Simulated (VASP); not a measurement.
The system is Ta4Ga.

```xyz
5
Lattice="3.3706 -4.0422 0.0000 3.3706 4.0422 0.0000 0.0000 0.0000 3.0714" Properties=species:S:1:pos:R:3 pbc="T T T"
Ta    3.3706   -1.8816    1.5357
Ta    1.9115    0.0000    0.0000
Ta    4.8297    0.0000    0.0000
Ta    3.3706    1.8816    1.5357
Ga    3.3706    0.0000    1.5357
```

The cell was generated, and may not be a known phase.

- Program: VASP 6.6.1
- Task: relaxation of cell and atoms
- Functional: PBE
- Potentials or basis: VASP PAW PBE potentials, release 64 (Ta_pv, Ga_d)
- Cutoff: 600 eV
- k mesh: 4 × 4 × 6
- Occupations: gaussian, width 0.1 eV
- Spin: no spin polarisation

At the start: pressure 101.5 GPa; volume 16.74 Å³/atom.

**Question.** Where does the relaxation end?

**Answer.** Over 22 steps the energy falls by 3610.2 meV/atom and the volume is 19.60 Å³/atom (+17.1 %); space group Cmmm (No. 65, to 0.1 Å) before and after.

Step by step:
```tsv
step	energy change (eV)	largest force (eV/Å)	pressure (GPa)	volume (Å³)
1	0.0000	24.8739	101.53	83.69
2	-5.1556	4.5697	-13.99	282.76
3	-5.9903	4.5233	-15.35	254.77
4	-6.8333	4.3724	-16.93	231.75
5	-12.9165	2.5217	-22.79	145.97
6	-16.0908	3.0330	-14.30	112.12
7	-16.3014	5.0123	3.29	97.26
8	-16.4646	3.9021	-6.25	103.54
9	-16.4701	4.1038	-4.51	102.18
10	-17.8371	1.3703	-0.14	97.46
11	-17.8377	1.3579	-0.34	97.55
12	-17.9442	0.4670	2.59	96.64
13	-17.9442	0.4776	2.70	96.62
14	-17.9778	0.2035	-2.44	100.05
15	-17.9809	0.2581	-1.32	99.25
16	-18.0148	0.2373	-0.81	98.89
17	-18.0393	0.3298	0.26	98.27
18	-18.0473	0.0965	-0.82	98.57
19	-18.0473	0.0847	-0.78	98.56
20	-18.0484	0.0647	1.00	97.31
21	-18.0502	0.0735	0.19	97.86
22	-18.0508	0.0304	-0.08	98.01
```

Final structure:
```yaml
crystal:
  lattice:
    - [3.40149, -4.03987, 0.00000]
    - [3.40149, 4.03987, 0.00000]
    - [0.00000, 0.00000, 3.56610]
  atoms:
    - { symbol: Ta, position: [0.81494, 0.18506, 0.50000] }
    - { symbol: Ta, position: [0.22938, 0.22938, 0.00000] }
    - { symbol: Ta, position: [0.77062, 0.77062, 0.00000] }
    - { symbol: Ta, position: [0.18506, 0.81494, 0.50000] }
    - { symbol: Ga, position: [0.50000, 0.50000, 0.50000] }
```

Caveat: the volume moved by over 15 % at a fixed basis, so the end points are rough.
